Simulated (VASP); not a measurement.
HgTe:

```xyz
2
Lattice="0.0000 3.2900 3.2900 3.2900 0.0000 3.2900 3.2900 3.2900 0.0000" Properties=species:S:1:pos:R:3 pbc="T T T"
Hg    0.0000    0.0000    0.0000
Te    1.6450    1.6450    1.6450
```

```yaml
Program: VASP 6.6.1
Task: relaxation of cell and atoms
Functional: PBE
Potentials_or_basis: VASP PAW PBE potentials, release 64 (Hg, Te)
Cutoff: 600 eV
k_mesh: 14 × 14 × 14
Occupations: gaussian, width 0.1 eV
Spin: no spin polarisation
```

At the start: pressure 1.3 GPa; volume 35.61 Å³/atom.

Problem. How do energy, volume and symmetry change on relaxing?

Solution. Over 3 steps the energy falls by 4.7 meV/atom and the volume is 36.83 Å³/atom (+3.4 %); space group F-43m (No. 216, to 0.1 Å) before and after.

Step by step:
| step | energy change (eV) | largest force (eV/Å) | pressure (GPa) | volume (Å³) |
| --- | --- | --- | --- | --- |
| 1 | 0.0000 | 0.0000 | 1.26 | 71.22 |
| 2 | -0.0090 | 0.0000 | -0.22 | 74.16 |
| 3 | -0.0093 | 0.0000 | 0.00 | 73.67 |

Final structure:
```yaml
crystal:
  lattice:
    - [0.00000, 3.32726, 3.32726]
    - [3.32726, 0.00000, 3.32726]
    - [3.32726, 3.32726, 0.00000]
  atoms:
    - { symbol: Hg, position: [0.00000, 0.00000, 0.00000] }
    - { symbol: Te, position: [0.25000, 0.25000, 0.25000] }
```
